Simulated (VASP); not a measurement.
The system is Cu3N.

```
Cu N
1.0
     3.82884    0.00000    0.00000
     0.00000    3.82884    0.00000
     0.00000    0.00000    3.82884
Cu N
3 1
Direct
  0.50000 0.00000 0.00000
  0.00000 0.50000 0.00000
  0.00000 0.00000 0.50000
  0.00000 0.00000 0.00000
```

* Program: VASP 6.6.1
* Task: relaxation of cell and atoms
* Functional: r2SCAN
* Potentials or basis: VASP PAW PBE potentials, release 64 (Cu, N)
* Cutoff: 660 eV
* k mesh: 6 × 6 × 6
* Occupations: fermi-dirac, width 0.02 eV
* Spin: no spin polarisation

At the start: pressure -3.2 GPa; volume 14.03 Å³/atom.

How do energy, volume and symmetry change on relaxing?

Over 3 steps the energy falls by 3.6 meV/atom and the volume is 13.67 Å³/atom (-2.6 %); space group Pm-3m (No. 221, to 0.05 Å).

The path:
| step | energy change (eV) | largest force (eV/Å) | pressure (GPa) | volume (Å³) |
| --- | --- | --- | --- | --- |
| 1 | 0.0000 | 0.0000 | -3.18 | 56.13 |
| 2 | -0.0099 | 0.0000 | 1.91 | 53.90 |
| 3 | -0.0146 | 0.0000 | -0.03 | 54.69 |

Final structure:
```
Cu N
1.0
     3.79585    0.00000    0.00000
     0.00000    3.79585    0.00000
     0.00000    0.00000    3.79585
Cu N
3 1
Cartesian
  1.8979 0.0000 0.0000
  0.0000 1.8979 0.0000
  0.0000 0.0000 1.8979
  0.0000 0.0000 0.0000
```

Caveat: the PAW data sets were made with another functional, which shifts forces and pressure a little.
